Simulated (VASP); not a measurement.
# BaZrO3 (Pm-3m) in VASP: a series of runs

BaZrO3 is run at these levels: BLYP+D4, BLYP+D3(BJ), PBE; tasks: single point, relaxation of cell and atoms.

All numbers are computed with VASP 6.6.1; they aren't measurements. Logs are shortened: lines on timing, memory, paths and dates and some standing lists are left out, and cuts for length are marked.

## (1) The cell of the first run

It takes space group Pm-3m (No. 221, cubic). Conventional cell: a = 4.232 Å, b = 4.232 Å, c = 4.232 Å, α = 90.00°, β = 90.00°, γ = 90.00°. Ba (site symmetry m-3m) has 12 O at 2.99 Å and 8 Zr at 3.67 Å within 3.9 Å. Within 2.8 Å of Zr (site symmetry m-3m) lie 6 O at 2.12 Å. Within 2.8 Å of O (site symmetry 4/mmm) lie 2 Zr at 2.12 Å.

## (2) Single point, BLYP+D4

The input, INCAR:

```
PREC = Accurate ; ENCUT = 520
EDIFF = 1E-7 ; ISMEAR = -1
SIGMA = 0.05 ; LREAL = False
LASPH = True ; NELM = 80
ALGO = Normal ; ISIF = 2
LWAVE = False ; LCHARG = False
GGA = B5 ; ALDAX = 1.0
AGGAX = 1.0 ; AGGAC = 1.0
ALDAC = 0.0 ; IVDW = 13
VDW_S6 = 1.0 ; VDW_S8 = 2.34076671
VDW_A1 = 0.44488865 ; VDW_A2 = 4.0933009
NBANDS = 28
```

The input, KPOINTS:

```
Automatic mesh
0
Gamma
  6 6 6
```

The input, POSCAR:

```
BaZrO3
1.0
    4.2321792939      0.0000000000      0.0000000000
    0.0000000000      4.2321792939      0.0000000000
    0.0000000000      0.0000000000      4.2321792939
Ba Zr O
1 1 3
Direct
    0.0000000000      0.0000000000      0.0000000000
    0.5000000000      0.5000000000      0.5000000000
    0.5000000000      0.5000000000      0.0000000000
    0.5000000000      0.0000000000      0.5000000000
    0.0000000000      0.5000000000      0.5000000000
```

Potentials or basis: VASP PAW PBE potentials, release 64 (Ba_sv, Zr_sv, O).

Run with:

```console
$ cat potpaw_PBE.64/Ba_sv/POTCAR potpaw_PBE.64/Zr_sv/POTCAR potpaw_PBE.64/O/POTCAR > POTCAR
$ mpirun -np 1 vasp_std > vasp.out
```

OUTCAR:

```text
PREC = Accurate
   ENCUT = 520
   EDIFF = 1E-7
   ISMEAR = -1
   LREAL = False
   LASPH = True
   NELM = 80
   ISIF = 2
   GGA = B5
   IVDW = 13

 ion  position               nearest neighbor table
   1  0.000  0.000  0.000-   3 2.99   4 2.99   5 2.99   4 2.99   5 2.99   3 2.99   5 2.99   5 2.99
                             3 2.99   4 2.99   4 2.99   3 2.99   2 3.67   2 3.67   2 3.67   2 3.67
   2  0.500  0.500  0.500-   3 2.12   4 2.12   5 2.12   3 2.12   4 2.12   5 2.12   1 3.67   1 3.67
                             1 3.67   1 3.67   1 3.67   1 3.67   1 3.67   1 3.67
   3  0.500  0.500  0.000-   2 2.12   2 2.12   1 2.99   1 2.99   1 2.99   1 2.99
   4  0.500  0.000  0.500-   2 2.12   2 2.12   1 2.99   1 2.99   1 2.99   1 2.99
   5  0.000  0.500  0.500-   2 2.12   2 2.12   1 2.99   1 2.99   1 2.99   1 2.99

  LATTYP: Found a simple cubic cell.
 ALAT       =     4.2321792939

  Lattice vectors:

 A1 = (   4.2321792939,   0.0000000000,   0.0000000000)
 A2 = (   0.0000000000,   4.2321792939,   0.0000000000)
 A3 = (   0.0000000000,   0.0000000000,   4.2321792939)

Analysis of symmetry for initial positions (statically):
=====================================================================
 Subroutine PRICEL returns:
 Original cell was already a primitive cell.

 Routine SETGRP: Setting up the symmetry group for a
 simple cubic supercell.

 Subroutine GETGRP returns: Found 48 space group operations
 (whereof 48 operations were pure point group operations)
 out of a pool of 48 trial point group operations.

The static configuration has the point symmetry O_h .

Analysis of symmetry for dynamics (positions and initial velocities):
=====================================================================
 Subroutine PRICEL returns:
 Original cell was already a primitive cell.

 Routine SETGRP: Setting up the symmetry group for a
 simple cubic supercell.

 Subroutine GETGRP returns: Found 48 space group operations
 (whereof 48 operations were pure point group operations)
 out of a pool of 48 trial point group operations.

The dynamic configuration has the point symmetry O_h .

 Subroutine INISYM returns: Found 48 space group operations
 (whereof 48 operations are pure point group operations),
 and found     1 'primitive' translations

----------------------------------------------------------------------------------------

                                     Primitive cell

  volume of cell :      75.8040

  direct lattice vectors                    reciprocal lattice vectors
     4.232179294  0.000000000  0.000000000     0.236284886  0.000000000  0.000000000
     0.000000000  4.232179294  0.000000000     0.000000000  0.236284886  0.000000000
     0.000000000  0.000000000  4.232179294     0.000000000  0.000000000  0.236284886

  length of vectors
     4.232179294  4.232179294  4.232179294     0.236284886  0.236284886  0.236284886

  position of ions in fractional coordinates (direct lattice)
     0.000000000  0.000000000  0.000000000
     0.500000000  0.500000000  0.500000000
     0.500000000  0.500000000  0.000000000
     0.500000000  0.000000000  0.500000000
     0.000000000  0.500000000  0.500000000

  ion indices of the primitive-cell ions
   primitive index   ion index
                 1           1
                 2           2
                 3           3
                 4           4
                 5           5

----------------------------------------------------------------------------------------

 KPOINTS: Automatic mesh

Automatic generation of k-mesh.
 Grid dimensions read from file:
 generate k-points for:    6    6    6

 Generating k-lattice:

  Cartesian coordinates                     Fractional coordinates (reciprocal lattice)
     0.039380814  0.000000000  0.000000000     0.166666667  0.000000000  0.000000000
     0.000000000  0.039380814  0.000000000     0.000000000  0.166666667  0.000000000
     0.000000000  0.000000000  0.039380814     0.000000000  0.000000000  0.166666667

  Length of vectors
     0.039380814  0.039380814  0.039380814

  Shift w.r.t. Gamma in fractional coordinates (k-lattice)
     0.000000000  0.000000000  0.000000000

 Subroutine IBZKPT returns following result:
 ===========================================

 Found     20 irreducible k-points:

 Following reciprocal coordinates:
            Coordinates               Weight
  0.000000  0.000000  0.000000      1.000000
  0.166667  0.000000  0.000000      6.000000
  0.333333  0.000000  0.000000      6.000000
  0.500000  0.000000  0.000000      3.000000
  0.166667  0.166667  0.000000     12.000000
  0.333333  0.166667  0.000000     24.000000
[... 12 lines left out ...]
  0.500000  0.500000  0.333333      6.000000
  0.500000  0.500000  0.500000      1.000000
   k-points           NKPTS =     20   k-points in BZ     NKDIM =     20   number of bands    NBANDS=     28
   number of dos      NEDOS =    301   number of ions     NIONS =      5
   total plane-waves  NPLWV =  32768
   dimension x,y,z NGX =    32 NGY =   32 NGZ =   32
   dimension x,y,z NGXF=    64 NGYF=   64 NGZF=   64
   ions per type =               1   1   3
   NGX,Y,Z   is equivalent  to a cutoff of  12.57, 12.57, 12.57 a.u.
   NGXF,Y,Z  is equivalent  to a cutoff of  25.14, 25.14, 25.14 a.u.
 SYSTEM =  unknown system
   PREC   = accura    normal or accurate (medium, high low for compatibility)
   ISTART =      0    job   : 0-new  1-cont  2-samecut
   ICHARG =      2    charge: 1-file 2-atom 10-const
   ISPIN  =      1    spin polarized calculation?
   LNONCOLLINEAR =      F non collinear calculations
   LSORBIT =      F    spin-orbit coupling
   LASPH  =      T    aspherical Exc in radial PAW
   ENCUT  =  520.0 eV  38.22 Ry    6.18 a.u.   7.87  7.87  7.87*2*pi/ulx,y,z
   NELM   =     80;   NELMIN=  2; NELMDL= -5     # of ELM steps
   EDIFF  = 0.1E-06   stopping-criterion for ELM
   LREAL  =      F    real-space projection
   EDIFFG = 0.1E-05   stopping-criterion for IOM
   NSW    =      0    number of steps for IOM
   IBRION =     -1    ionic relax: 0-MD 1-quasi-New 2-CG
   NFREE  =      0    steps in history (QN), initial steepest desc. (CG)
   ISIF   =      2    stress and relaxation
   ISYM   =      2    0-nonsym 1-usesym 2-fastsym
   POTIM  = 0.5000    time-step for ionic-motion
   TEBEG  =    0.0;   TEEND  =   0.0 temperature during run
   PSTRESS=    0.0 pullay stress
   NELECT =      40.0000    total number of electrons
   NUPDOWN=      -1.0000    fix difference up-down
   EMIN   =  10.00;   EMAX   =-10.00  energy-range for DOS
   EFERMI =   0.00;   METHOD = LEGACY
   ISMEAR =    -1;   SIGMA  =   0.05  broadening in eV -4-tet -1-fermi 0-gaus
   EFERMI_NEDOS =   21; number of points for ismear=-14 and -15
   IALGO  =     38    algorithm
   IMIX   =      4    mixing-type and parameters
     AMIX     =   0.40;   BMIX     =  1.00
     AMIX_MAG =   1.60;   BMIX_MAG =  1.00
  volume/ion in A,a.u.               =      15.16       102.31
  Fermi-wavevector in a.u.,A,eV,Ry     =   1.322911  2.499940 23.811483  1.750095
  Thomas-Fermi vector in A             =   2.452558
   LORBIT       =      0    0 simple, 1 ext, 2 COOP (PROOUT), +10 PAW based schemes
   GGA     = B5    functional components
   LHFCALC =     F    Hartree Fock is set to
   AEXX    =    0.0000 exact exchange contribution
   IVDW    =    13    specifies the selected vdW correction
   LEPSILON=     F    determine dielectric tensor
   LRPA    =     F    only Hartree local field effects (RPA)
 non-spin polarized calculation
  energy-cutoff  :      520.00
  volume of cell :       75.80
 maximum number of plane-waves:      2054
 NGX is ok and might be reduce to    32
   NGX = 15   NGY = 15   NGZ = 15

 number of electron      39.9999984 magnetization

 Free energy of the ion-electron system (eV)
  ---------------------------------------------------
  ext. energy  EPLUGINS =         0.00000000
  ---------------------------------------------------
  free energy    TOTEN  =       -39.91504407 eV

  energy without entropy =      -39.91504407  energy(sigma->0) =      -39.91504407

 E-fermi :   5.0880     XC(G=0): -10.1218

 val. band max:        3.9428664147   @ k =   0.5000   0.5000   0.5000
 cond. band min:       7.1477737422   @ k =   0.0000   0.0000   0.0000
 fundamental gap:      3.2049073275
 Fermi energy:         5.0879719468

 k-point     1 :       0.0000    0.0000    0.0000
  band No.  band energies     occupation
      1     -43.1956      2.00000
      2     -21.4523      2.00000
      3     -21.3813      2.00000
      4     -21.3813      2.00000
      5     -21.3813      2.00000
      6     -12.2668      2.00000
[... 20 lines left out ...]
     27      11.1097      0.00000
     28      11.1097      0.00000

 k-point     2 :       0.1667    0.0000    0.0000
  band No.  band energies     occupation
      1     -43.1949      2.00000
      2     -21.5391      2.00000
      3     -21.3799      2.00000
      4     -21.3799      2.00000
      5     -21.3356      2.00000
      6     -12.2673      2.00000
[... 20 lines left out ...]
     27      11.1106      0.00000
     28      11.9076      0.00000

 k-point     3 :       0.3333    0.0000    0.0000
  band No.  band energies     occupation
      1     -43.1935      2.00000
      2     -21.6602      2.00000
      3     -21.3770      2.00000
      4     -21.3770      2.00000
      5     -21.2928      2.00000
      6     -12.3560      2.00000
[... 20 lines left out ...]
     27      11.4757      0.00000
     28      11.7033      0.00000

 k-point     4 :       0.5000    0.0000    0.0000
  band No.  band energies     occupation
      1     -43.1928      2.00000
      2     -21.7140      2.00000
      3     -21.3756      2.00000
      4     -21.3756      2.00000
      5     -21.2764      2.00000
      6     -12.4083      2.00000
[... 454 lines left out ...]
     27      12.0718      0.00000
     28      12.7129      0.00000

 k-point    19 :       0.5000    0.5000    0.3333
  band No.  band energies     occupation
      1     -43.1880      2.00000
      2     -21.5801      2.00000
      3     -21.5801      2.00000
      4     -21.5280      2.00000
      5     -21.3509      2.00000
      6     -11.4035      2.00000
[... 20 lines left out ...]
     27      12.3116      0.00000
     28      12.9935      0.00000

 k-point    20 :       0.5000    0.5000    0.5000
  band No.  band energies     occupation
      1     -43.1873      2.00000
      2     -21.5782      2.00000
      3     -21.5782      2.00000
      4     -21.5782      2.00000
      5     -21.3432      2.00000
      6     -11.1511      2.00000
[... 20 lines left out ...]
     27      12.8792      0.00000
     28      12.8792      0.00000

------------------------ aborting loop because EDIFF is reached ----------------------------------------

  DFT-D4 for vdW energy calculation

  Edisp (eV):   -1.79031

  FORCE on cell =-STRESS in cart. coord.  units (eV):
  Direction    XX          YY          ZZ          XY          YZ          ZX
  --------------------------------------------------------------------------------------
  -------------------------------------------------------------------------------------
  Total       0.55258     0.55258     0.55258     0.00000     0.00000    -0.00000
  in kB      11.67913    11.67913    11.67913     0.00000     0.00000    -0.00000
  external pressure =       11.68 kB  Pullay stress =        0.00 kB

 VOLUME and BASIS-vectors are now :
 -----------------------------------------------------------------------------
  energy-cutoff  :      520.00
  volume of cell :       75.80
      direct lattice vectors                 reciprocal lattice vectors
     4.232179294  0.000000000  0.000000000     0.236284886  0.000000000  0.000000000
     0.000000000  4.232179294  0.000000000     0.000000000  0.236284886  0.000000000
     0.000000000  0.000000000  4.232179294     0.000000000  0.000000000  0.236284886

 POSITION                                       TOTAL-FORCE (eV/Angst)
 -----------------------------------------------------------------------------------
      0.00000      0.00000      0.00000         0.000000      0.000000      0.000000
      2.11609      2.11609      2.11609         0.000000      0.000000      0.000000
      2.11609      2.11609      0.00000         0.000000      0.000000      0.000000
      2.11609      0.00000      2.11609         0.000000      0.000000      0.000000
      0.00000      2.11609      2.11609         0.000000      0.000000      0.000000
 -----------------------------------------------------------------------------------
    total drift:                                0.000000     -0.000000     -0.000000

  FREE ENERGIE OF THE ION-ELECTRON SYSTEM (eV)
  ---------------------------------------------------
  free  energy   TOTEN  =       -41.7053545848 eV

  energy  without entropy=      -41.7053545847  energy(sigma->0) =      -41.70535458
```

Wall time 71 s (1 thread of Intel Xeon Platinum 8259CL at 2.50GHz (Skylake/Cascade Lake), shared host); peak memory 0.2 GiB.

Results:

* Free energy: -41.7054 eV
* Pressure: 1.2 GPa
* Band gap on the k mesh: 3.20 eV, indirect (least direct gap 3.46 eV)
* Dispersion energy per atom: -0.358 eV

Levels at points of the mesh, in eV from the valence-band top:
```
           k point  band 17  band 18  band 19  band 20  band 21  band 22  band 23  band 24
(0.00, 0.00, 0.00)    -0.93    -0.25    -0.25    -0.25     3.20     3.20     3.20     4.76
(0.50, 0.00, 0.00)    -1.66    -1.56    -0.49    -0.49     3.60     5.53     5.53     6.43
(0.50, 0.50, 0.00)    -0.90    -0.90    -0.84    -0.07     5.51     5.51     6.31     6.43
(0.50, 0.50, 0.50)    -2.48     0.00     0.00     0.00     6.00     6.00     6.00     6.74
```

Caveat: the PAW data sets were made with another functional, which shifts forces and pressure a little; spin-orbit coupling is left out, which moves the levels of the heavy elements.

## (3) Relaxation of cell and atoms, BLYP+D3(BJ)

This run uses another cell than the first one, of 14.73 Å³/atom, 0.971 times its volume.

The input, INCAR:

```
SYSTEM = BaZrO3
  PREC = Accurate
  ENCUT = 600
  EDIFF = 1E-6
  ISMEAR = -1
  SIGMA = 0.05
  LREAL = .FALSE.
  LASPH = .TRUE.
  NELM = 80
  ALGO = Normal
  ISIF = 3
  LWAVE = .FALSE.
  LCHARG = .FALSE.
  GGA = B5
  ALDAX = 1.0
  AGGAX = 1.0
  AGGAC = 1.0
  ALDAC = 0.0
  IVDW = 12
  VDW_S6 = 1.0
  VDW_S8 = 2.6996
  VDW_A1 = 0.4298
  VDW_A2 = 4.2359
  IBRION = 2
  NSW = 60
  EDIFFG = -0.01
```

The input, KPOINTS:

```
Automatic mesh
0
G
  6 6 6
  0 0 0
```

POSCAR: that of step 2 with these lines changed.

```diff
@@ -2,5 +2,5 @@
 1.0
-    4.2321792939      0.0000000000      0.0000000000
-    0.0000000000      4.2321792939      0.0000000000
-    0.0000000000      0.0000000000      4.2321792939
+    4.1913400000      0.0000000000      0.0000000000
+    0.0000000000      4.1913400000      0.0000000000
+    0.0000000000      0.0000000000      4.1913400000
 Ba Zr O
```

Potentials or basis: VASP PAW PBE potentials, release 64 (Ba_sv, Zr_sv, O).

Run with:

```console
$ cat potpaw_PBE.64/Ba_sv/POTCAR potpaw_PBE.64/Zr_sv/POTCAR potpaw_PBE.64/O/POTCAR > POTCAR
$ mpirun -np 1 vasp_std > vasp.out
```

Run time: 2.8 min. Hardware: 1 thread of Intel Xeon Platinum 8259CL at 2.50GHz (Skylake/Cascade Lake), shared host; peak memory 0.25 GiB.

It converged, with:

| Item | Value |
| --- | --- |
| Free energy | -42.7153 eV |
| Relaxed volume | 15.08 Å³/atom |
| Relaxed cell | a = 4.225 Å, b = 4.225 Å, c = 4.225 Å, α = 90.00°, β = 90.00°, γ = 90.00° |
| Space group after relaxing (to 0.05 Å) | Pm-3m (No. 221) |
| Energy gained by relaxing | 4.1 meV/atom |
| Ionic steps | 3 |
| Pressure after relaxing | 0.0 GPa |
| Band gap on the k mesh | 3.22 eV, indirect (least direct gap 3.46 eV) |
| Dispersion energy per atom | -0.563 eV |

Step by step:
```csv
step,energy change (eV),largest force (eV/Å),pressure (GPa),volume (Å³)
1,0.0000,0.0000,3.77,73.63
2,0.0036,0.0000,-3.78,77.39
3,-0.0204,0.0000,-0.02,75.40
```

Final structure:
```
Ba Zr O
1.0
     4.22473    0.00000    0.00000
     0.00000    4.22473    0.00000
     0.00000    0.00000    4.22473
Ba Zr O
1 1 3
Direct
  0.00000 0.00000 0.00000
  0.50000 0.50000 0.50000
  0.50000 0.50000 0.00000
  0.50000 0.00000 0.50000
  0.00000 0.50000 0.50000
```

Levels at points of the mesh, in eV from the valence-band top:
```csv
k point,band 18,band 19,band 20,band 21,band 22,band 23
"(0.00, 0.00, 0.00)",-0.25,-0.25,-0.25,3.22,3.22,3.22
"(0.50, 0.00, 0.00)",-1.58,-0.48,-0.48,3.62,5.57,5.57
"(0.50, 0.50, 0.00)",-0.90,-0.83,-0.07,5.54,5.54,6.34
"(0.50, 0.50, 0.50)",0.00,0.00,0.00,6.02,6.02,6.02
```

Caveat: the PAW data sets were made with another functional, which shifts forces and pressure a little; spin-orbit coupling is left out, which moves the levels of the heavy elements. A k mesh can miss the band edges.

(Part 1 of 2 ends here.)
